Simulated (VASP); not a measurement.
# Pb (P6_3/mmc) in VASP: further runs

The runs below take Pb through single point, with PBEsol.

All numbers are computed with VASP 6.6.1; they aren't measurements. Logs are shortened: lines on timing, memory, paths and dates and some standing lists are left out, and cuts for length are marked.

### Step 1. The cell of the first run

It takes space group P6_3/mmc (No. 194, hexagonal). The conventional cell has a = 3.480 Å, b = 3.480 Å, c = 5.674 Å, α = 90.00°, β = 90.00°, γ = 120.00°. Pb (site symmetry -6m2) has 12 Pb at 3.48 Å within 4.6 Å.

### Step 2. Single point, PBEsol (strain +0.0150 x Voigt [0, 0, 1, 0, 0, 0])

File INCAR:

```
SYSTEM = Pb
ALGO = Fast ; EDIFF = 1E-7
ENCUT = 520 ; GGA = PS
ISIF = 2 ; ISMEAR = 0
LASPH = .TRUE. ; LCHARG = .TRUE.
LELF = .TRUE. ; LREAL = .FALSE.
LVHAR = .TRUE. ; LWAVE = .FALSE.
NBANDS = 21 ; NELM = 80
PREC = Accurate ; SIGMA = 0.15
```

File KPOINTS:

```
k-points
0
G
  15 15 10
  0 0 0
```

File POSCAR:

```
Pb
1.0
    3.4800006906      0.0000000000      0.0000000000
   -1.7400003453      3.0137690032      0.0000000000
    0.0000000000      0.0000000000      5.6738500000
Pb
2
Direct
    0.3333333333      0.6666666667      0.2500000000
    0.6666666667      0.3333333333      0.7500000000
```

Potentials or basis: VASP PAW PBE potentials, release 64 (Pb_d).

Run with:

```sh
cat potpaw_PBE.64/Pb_d/POTCAR > POTCAR
mpirun -np 1 vasp_std > vasp.out
```

OUTCAR:

```text
SYSTEM = Pb
   EDIFF = 1E-7
   ENCUT = 520
   GGA = PS
   ISIF = 2
   ISMEAR = 0
   LASPH = .TRUE.
   LREAL = .FALSE.
   NELM = 80
   PREC = Accurate

 ion  position               nearest neighbor table
   1  0.333  0.667  0.250-   2 3.48   2 3.48   2 3.48   2 3.48   2 3.48   2 3.48
   2  0.667  0.333  0.750-   1 3.48   1 3.48   1 3.48   1 3.48   1 3.48   1 3.48

  LATTYP: Found a hexagonal cell.
 ALAT       =     3.4800006906
 C/A-ratio  =     1.6304163431

  Lattice vectors:

 A1 = (   3.4800006906,   0.0000000000,   0.0000000000)
 A2 = (  -1.7400003453,   3.0137690032,   0.0000000000)
 A3 = (   0.0000000000,   0.0000000000,   5.6738500000)

Analysis of symmetry for initial positions (statically):
=====================================================================
 Subroutine PRICEL returns:
 Original cell was already a primitive cell.

 Routine SETGRP: Setting up the symmetry group for a
 hexagonal supercell.

 Subroutine GETGRP returns: Found 24 space group operations
 (whereof 12 operations were pure point group operations)
 out of a pool of 24 trial point group operations.

The static configuration has the point symmetry D_3d.
 The point group associated with its full space group is D_6h.

Analysis of symmetry for dynamics (positions and initial velocities):
=====================================================================
 Subroutine PRICEL returns:
 Original cell was already a primitive cell.

 Routine SETGRP: Setting up the symmetry group for a
 hexagonal supercell.

 Subroutine GETGRP returns: Found 24 space group operations
 (whereof 12 operations were pure point group operations)
 out of a pool of 24 trial point group operations.

The dynamic configuration has the point symmetry D_3d.
 The point group associated with its full space group is D_6h.

 Subroutine INISYM returns: Found 24 space group operations
 (whereof 12 operations are pure point group operations),
 and found     1 'primitive' translations

----------------------------------------------------------------------------------------

                                     Primitive cell

  volume of cell :      59.5069

  direct lattice vectors                    reciprocal lattice vectors
     3.480000691  0.000000000  0.000000000     0.287356265  0.165905217  0.000000000
    -1.740000345  3.013769003  0.000000000     0.000000000  0.331810434  0.000000000
     0.000000000  0.000000000  5.673850000     0.000000000  0.000000000  0.176247169

  length of vectors
     3.480000691  3.480000691  5.673850000     0.331810434  0.331810434  0.176247169

  position of ions in fractional coordinates (direct lattice)
     0.333333333  0.666666667  0.250000000
     0.666666667  0.333333333  0.750000000

  ion indices of the primitive-cell ions
   primitive index   ion index
                 1           1
                 2           2

----------------------------------------------------------------------------------------

 KPOINTS: k-points

Automatic generation of k-mesh.
 Grid dimensions read from file:
 generate k-points for:   15   15   10

 Generating k-lattice:

  Cartesian coordinates                     Fractional coordinates (reciprocal lattice)
     0.019157084  0.011060348  0.000000000     0.066666667  0.000000000  0.000000000
     0.000000000  0.022120696  0.000000000     0.000000000  0.066666667  0.000000000
     0.000000000  0.000000000  0.017624717     0.000000000  0.000000000  0.100000000

  Length of vectors
     0.022120696  0.022120696  0.017624717

  Shift w.r.t. Gamma in fractional coordinates (k-lattice)
     0.000000000  0.000000000  0.000000000

 Subroutine IBZKPT returns following result:
 ===========================================

 Found    162 irreducible k-points:

 Following reciprocal coordinates:
            Coordinates               Weight
  0.000000  0.000000  0.000000      1.000000
  0.066667  0.000000  0.000000      6.000000
  0.133333  0.000000  0.000000      6.000000
  0.200000 -0.000000  0.000000      6.000000
  0.266667  0.000000  0.000000      6.000000
  0.333333  0.000000  0.000000      6.000000
[... 16 lines left out ...]
  0.333333  0.200000  0.000000     12.000000
  0.400000  0.200000  0.000000      6.000000
 [... further k-points ...]
   k-points           NKPTS =    162   k-points in BZ     NKDIM =    162   number of bands    NBANDS=     21
   number of dos      NEDOS =    301   number of ions     NIONS =      2
   total plane-waves  NPLWV =  32928
   dimension x,y,z NGX =    28 NGY =   28 NGZ =   42
   dimension x,y,z NGXF=    56 NGYF=   56 NGZF=   84
   ions per type =               2
   NGX,Y,Z   is equivalent  to a cutoff of  13.38, 13.38, 12.31 a.u.
   NGXF,Y,Z  is equivalent  to a cutoff of  26.75, 26.75, 24.61 a.u.
 SYSTEM =  Pb
   PREC   = accura    normal or accurate (medium, high low for compatibility)
   ISTART =      0    job   : 0-new  1-cont  2-samecut
   ICHARG =      2    charge: 1-file 2-atom 10-const
   ISPIN  =      1    spin polarized calculation?
   LNONCOLLINEAR =      F non collinear calculations
   LSORBIT =      F    spin-orbit coupling
   LASPH  =      T    aspherical Exc in radial PAW
   ENCUT  =  520.0 eV  38.22 Ry    6.18 a.u.   6.47  6.47 10.55*2*pi/ulx,y,z
   NELM   =     80;   NELMIN=  2; NELMDL= -5     # of ELM steps
   EDIFF  = 0.1E-06   stopping-criterion for ELM
   LREAL  =      F    real-space projection
   EDIFFG = 0.1E-05   stopping-criterion for IOM
   NSW    =      0    number of steps for IOM
   IBRION =     -1    ionic relax: 0-MD 1-quasi-New 2-CG
   NFREE  =      0    steps in history (QN), initial steepest desc. (CG)
   ISIF   =      2    stress and relaxation
   ISYM   =      2    0-nonsym 1-usesym 2-fastsym
   POTIM  = 0.5000    time-step for ionic-motion
   TEBEG  =    0.0;   TEEND  =   0.0 temperature during run
   PSTRESS=    0.0 pullay stress
   NELECT =      28.0000    total number of electrons
   NUPDOWN=      -1.0000    fix difference up-down
   EMIN   =  10.00;   EMAX   =-10.00  energy-range for DOS
   EFERMI =   0.00;   METHOD = LEGACY
   ISMEAR =     0;   SIGMA  =   0.15  broadening in eV -4-tet -1-fermi 0-gaus
   EFERMI_NEDOS =   21; number of points for ismear=-14 and -15
   IALGO  =     68    algorithm
   IMIX   =      4    mixing-type and parameters
     AMIX     =   0.40;   BMIX     =  1.00
     AMIX_MAG =   1.60;   BMIX_MAG =  1.00
  volume/ion in A,a.u.               =      29.75       200.79
  Fermi-wavevector in a.u.,A,eV,Ry     =   1.273323  2.406231 22.059813  1.621351
  Thomas-Fermi vector in A             =   2.406152
   LORBIT       =      0    0 simple, 1 ext, 2 COOP (PROOUT), +10 PAW based schemes
   GGA     = PS    functional components
   LHFCALC =     F    Hartree Fock is set to
   AEXX    =    0.0000 exact exchange contribution
   IVDW    =     0    specifies the selected vdW correction
   LEPSILON=     F    determine dielectric tensor
   LRPA    =     F    only Hartree local field effects (RPA)
 non-spin polarized calculation
 RMM-DIIS sequential band-by-band and
 Gauss-broadening in eV      SIGMA  =   0.15
  energy-cutoff  :      520.00
  volume of cell :       59.51
 maximum number of plane-waves:      1641
 NGX is ok and might be reduce to    28
   NGX = 13   NGY = 13   NGZ = 21

 number of electron      28.0000002 magnetization

 Free energy of the ion-electron system (eV)
  ---------------------------------------------------
  ext. energy  EPLUGINS =         0.00000000
  ---------------------------------------------------
  free energy    TOTEN  =        -7.98280253 eV

  energy without entropy =       -7.97220566  energy(sigma->0) =       -7.97750409

 E-fermi :   7.2655     XC(G=0): -10.4342

 val. band max:        7.2509703268   @ k =   0.4000  -0.0000   0.2000
 cond. band min:       7.2780859136   @ k =   0.2667   0.1333   0.2000
 fundamental gap:      0.0271155868
 Fermi energy:         7.2654813773

 k-point     1 :       0.0000    0.0000    0.0000
  band No.  band energies     occupation
      1      -9.7266      2.00000
      2      -9.6898      2.00000
      3      -9.6728      2.00000
      4      -9.6728      2.00000
      5      -9.6501      2.00000
      6      -9.6501      2.00000
[... 13 lines left out ...]
     20      16.4048      0.00000
     21      18.8362      0.00000

 k-point     2 :       0.0667    0.0000    0.0000
  band No.  band energies     occupation
      1      -9.7230      2.00000
      2      -9.6955      2.00000
      3      -9.6622      2.00000
      4      -9.6616      2.00000
      5      -9.6479      2.00000
      6      -9.6393      2.00000
[... 13 lines left out ...]
     20      16.7873      0.00000
     21      18.3994      0.00000

 k-point     3 :       0.1333    0.0000    0.0000
  band No.  band energies     occupation
      1      -9.7326      2.00000
      2      -9.6878      2.00000
      3      -9.6535      2.00000
      4      -9.6298      2.00000
      5      -9.6252      2.00000
      6      -9.6145      2.00000
[... 13 lines left out ...]
     20      17.6075      0.00000
     21      17.7228      0.00000

 k-point     4 :       0.2000   -0.0000    0.0000
  band No.  band energies     occupation
      1      -9.7591      2.00000
      2      -9.6739      2.00000
      3      -9.6443      2.00000
      4      -9.6397      2.00000
      5      -9.6257      2.00000
      6      -9.5828      2.00000
[... 13 lines left out ...]
     20      17.0177      0.00000
     21      18.0603      0.00000

 k-point     5 :       0.2667    0.0000    0.0000
  band No.  band energies     occupation
      1      -9.7890      2.00000
      2      -9.6805      2.00000
      3      -9.6711      2.00000
      4      -9.6433      2.00000
      5      -9.6145      2.00000
      6      -9.5285      2.00000
[... 13 lines left out ...]
     20      16.5233      0.00000
     21      18.0148      0.00000
[... 382 lines left out ...]
     20      17.5514      0.00000
     21      18.1862      0.00000

 k-point    22 :       0.2667    0.2000    0.0000
  band No.  band energies     occupation
      1      -9.7441      2.00000
      2      -9.7307      2.00000
      3      -9.6753      2.00000
      4      -9.6543      2.00000
      5      -9.5698      2.00000
      6      -9.5506      2.00000
[... 13 lines left out ...]
     20      17.5608      0.00000
     21      19.5983      0.00000

 k-point    23 :       0.3333    0.2000    0.0000
  band No.  band energies     occupation
      1      -9.7638      2.00000
      2      -9.7420      2.00000
      3      -9.6500      2.00000
      4      -9.6450      2.00000
      5      -9.5685      2.00000
      6      -9.5577      2.00000
[... 13 lines left out ...]
     20      17.4036      0.00000
     21      20.6338      0.00000

 k-point    24 :       0.4000    0.2000    0.0000
  band No.  band energies     occupation
      1      -9.7707      2.00000
      2      -9.7460      2.00000
      3      -9.6472      2.00000
      4      -9.6342      2.00000
      5      -9.5762      2.00000
      6      -9.5470      2.00000
[... 13 lines left out ...]
     20      17.3467      0.00000
     21      21.1838      0.00000

 [... further k-points ...]
[... 5 lines left out ...]
  --------------------------------------------------------------------------------------
  -------------------------------------------------------------------------------------
  Total       -0.0921872     -0.0921872      0.3639969     -0.0000000      0.0000000      0.0000000
  in kB       -2.4820711     -2.4820711      9.8003398     -0.0000000      0.0000000      0.0000000
  external PRESSURE =       1.6120659 kB  Pullay stress =       0.0000000 kB

 VOLUME and BASIS-vectors are now :
 -----------------------------------------------------------------------------
  energy-cutoff  :      520.00
  volume of cell :       59.51
      direct lattice vectors                 reciprocal lattice vectors
     3.480000691  0.000000000  0.000000000     0.287356265  0.165905217  0.000000000
    -1.740000345  3.013769003  0.000000000     0.000000000  0.331810434  0.000000000
     0.000000000  0.000000000  5.673850000     0.000000000  0.000000000  0.176247169

 POSITION                                       TOTAL-FORCE (eV/Angst)
 -----------------------------------------------------------------------------------
     -0.00000      2.00918      1.41846        -0.000000     -0.000000      0.000000
      1.74000      1.00459      4.25539         0.000000      0.000000      0.000000
 -----------------------------------------------------------------------------------
    total drift:                               -0.000000      0.000000     -0.000000

  FREE ENERGIE OF THE ION-ELECTRON SYSTEM (eV)
  ---------------------------------------------------
  free  energy   TOTEN  =        -7.9828025310 eV

  energy  without entropy=       -7.9722056569  energy(sigma->0) =       -7.97750409
```

Wall time 4.4 min (1 thread of Intel Xeon Platinum 8488C (Sapphire Rapids), shared host); peak memory 0.29 GiB.

Results:

```yaml
Free_energy: -7.9828 eV
Pressure: 0.2 GPa
Band_gap_on_the_k_mesh: zero (band 14 reaches 13.00 eV, above the bottom of band 15 at 5.22 eV)
```

Levels at points of the mesh, in eV from the Fermi level:
```csv
k point,band 11,band 12,band 13,band 14,band 15,band 16,band 17,band 18
"(0.00, 0.00, 0.00)",-11.85,-8.10,-4.26,5.69,5.69,7.52,7.52,7.77
"(0.00, 0.00, 0.50)",-10.62,-10.62,0.84,0.84,6.56,6.56,6.56,6.56
```

Caveat: the cell differs from its parent crystal (strain +0.0150 x Voigt [0, 0, 1, 0, 0, 0]); the PAW data sets were made with another functional, which shifts forces and pressure a little; spin-orbit coupling is left out, which moves the levels of the heavy elements.

### Step 3. Single point, PBEsol (strain +0.0200 x Voigt [0, 0, 1, 0, 0, 0])

File INCAR:

```
PREC = Accurate ; ENCUT = 520
EDIFF = 1E-6 ; ISMEAR = 0
SIGMA = 0.15 ; LREAL = F
LASPH = T ; NELM = 80
ALGO = Fast ; ISIF = 2
LWAVE = F ; LCHARG = T
GGA = PS ; LELF = T
LVHAR = T ; NBANDS = 21
```

File KPOINTS:

```
Automatic mesh
0
Gamma
  15 15 10
```

POSCAR, as its differences from that of step 2:

```diff
@@ -4,3 +4,3 @@
    -1.7400003453      3.0137690032      0.0000000000
-    0.0000000000      0.0000000000      5.6738500000
+    0.0000000000      0.0000000000      5.7018000000
 Pb
```

Potentials or basis: VASP PAW PBE potentials, release 64 (Pb_d).

Run with:

```sh
cat potpaw_PBE.64/Pb_d/POTCAR > POTCAR
mpirun -np 1 vasp_std > vasp.out
```

Run time: 2.3 min. Hardware: 1 thread of Intel Xeon Platinum 8488C (Sapphire Rapids), shared host; peak memory 0.29 GiB.

It converged, with:

| Quantity | Value |
| --- | --- |
| Free energy | -7.9843 eV |
| Pressure | -0.1 GPa |
| Band gap on the k mesh | zero (band 14 reaches 12.97 eV, above the bottom of band 15 at 5.18 eV) |

Stress tensor (GPa, compression positive):
```
-0.41  0.00  0.00
 0.00 -0.41  0.00
 0.00  0.00  0.48
```

Levels at points of the mesh, in eV from the Fermi level:
```tsv
k point	band 11	band 12	band 13	band 14	band 15	band 16	band 17	band 18
(0.00, 0.00, 0.00)	-11.82	-8.13	-4.24	5.72	5.72	7.52	7.52	7.64
(0.00, 0.00, 0.50)	-10.60	-10.60	0.77	0.77	6.58	6.58	6.58	6.58
```

Caveat: the cell differs from its parent crystal (strain +0.0200 x Voigt [0, 0, 1, 0, 0, 0]); the PAW data sets were made with another functional, which shifts forces and pressure a little; spin-orbit coupling is left out, which moves the levels of the heavy elements.
